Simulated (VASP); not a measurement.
Runs of VASP 6.6.1 on SiC. The structure is that of space group F-43m (No. 216), or close to it. The cells are those of the table. 

| level | cell | smearing | gap on the mesh (eV) | pressure (GPa) | largest force (eV/Å) |
| --- | --- | --- | --- | --- | --- |
| PBE | a = 3.069 Å, angles 59.0°, 2 atoms | fermi-dirac 0.02 eV | 1.23 | 11.5 | 0.02 |
| r2SCAN | a = 3.080, b = 3.080, c = 3.055 Å, angles 60.3, 60.3, 60.5°, 2 atoms | gaussian 0.01 eV | (b) | -0.1 | - |
| r2SCAN | a = 3.069 Å, angles 59.0°, 2 atoms | gaussian 0.01 eV | 1.61 | 7.9 | - |
| PBE | a = 3.080, b = 3.080, c = 3.055 Å, angles 60.3, 60.3, 60.5°, 2 atoms | fermi-dirac 0.02 eV | 1.26 | 3.5 | 0.02 |
| PBE | a = 3.227 Å, angles 60.0°, 2 atoms | fermi-dirac 0.02 eV | (a) | -20.5 | - |

Alike in all rows: task single point; potentials or basis VASP PAW PBE potentials, release 64 (Si, C); no spin polarisation; k mesh 10 × 10 × 10; cutoff (eV) 520.

Fill in the values left out.

(a) 1.47; (b) 1.63.

Caveats: the PAW data sets were made with another functional, which shifts forces and pressure a little (some runs).

A k mesh can miss the band edges.
